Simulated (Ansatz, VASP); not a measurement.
Given: the input of a run of Ansatz 0.2.0 on Ru.

File input.yaml:

```yaml
crystal:
  lattice:
    - [2.7058, 0.0, 0.0]
    - [-1.3529, 2.3432915376, 0.0]
    - [0.0, 0.0, 4.2819]
  atoms:
    - { symbol: Ru, position: [0.6666666667, 0.3333333333, 0.75] }
    - { symbol: Ru, position: [0.3333333333, 0.6666666667, 0.25] }
hamiltonian:
  xc: pbesol
  pseudopotentials: { kind: paw }
  dispersion: d4
kpoints:
  mp_grid: { grid: [11, 11, 6] }
scf:
  occupations: { method: fermi_dirac, width: 0.05 }
output:
  forces: true
  stress: true
relax:
  f_tol: 0.01
  max_steps: 40
  cell: { stress_tol: 0.05 }
```

Potentials or basis: Ansatz PAW.

Run with:

```bash
$ ansatz run input.yaml --threads 2 --pin off --max-ram 5632MiB --backend cpu --events-out ev --progress --plain --runs-dir out
```

Task: Translate it to VASP 6.6.1. Potentials there: VASP PAW PBE potentials, release 64 (Ru_pv).

Result: As run (the cutoff follows the program's own potentials):

Contents of INCAR:

```
SYSTEM = Ru
ALGO = Normal ; EDIFF = 1E-6
EDIFFG = -0.01 ; ENCUT = 600
GGA = PS ; IBRION = 2
ISIF = 3 ; ISMEAR = -1
IVDW = 13 ; LASPH = .TRUE.
LCHARG = .FALSE. ; LREAL = .FALSE.
LWAVE = .FALSE. ; NELM = 80
NSW = 60 ; PREC = Accurate
SIGMA = 0.05
```

KPOINTS

```
k-points
0
G
  11 11 6
  0 0 0
```

POSCAR

```
Ru
1.0
    2.7058000000      0.0000000000      0.0000000000
   -1.3529000000      2.3432915376      0.0000000000
    0.0000000000      0.0000000000      4.2819000000
Ru
2
Direct
    0.6666666667      0.3333333333      0.7500000000
    0.3333333333      0.6666666667      0.2500000000
```

Potentials or basis: VASP PAW PBE potentials, release 64 (Ru_pv).

Launch:

```console
$ cat potpaw_PBE.64/Ru_pv/POTCAR > POTCAR
$ mpirun -np 1 vasp_std > vasp.out
```

Both were run:

|  | VASP | Ansatz | Ansatz less VASP |
| --- | --- | --- | --- |
| relaxed volume (Å³/atom) | 13.19 | 13.19 | -0.001 |
| relaxed cell length with the largest relative difference (Å) | 4.241 | 4.242 | +0.0008 |

VASP's potentials were made for PBE, not for PBEsol. VASP's potentials hold 28 valence electrons a cell and Ansatz's 32, so a difference there can come from the potentials and not from the codes.

Noted on Ansatz's run: the plane-wave basis is chosen anew once the cell has moved, so the energies of steps on either side of that aren't comparable.
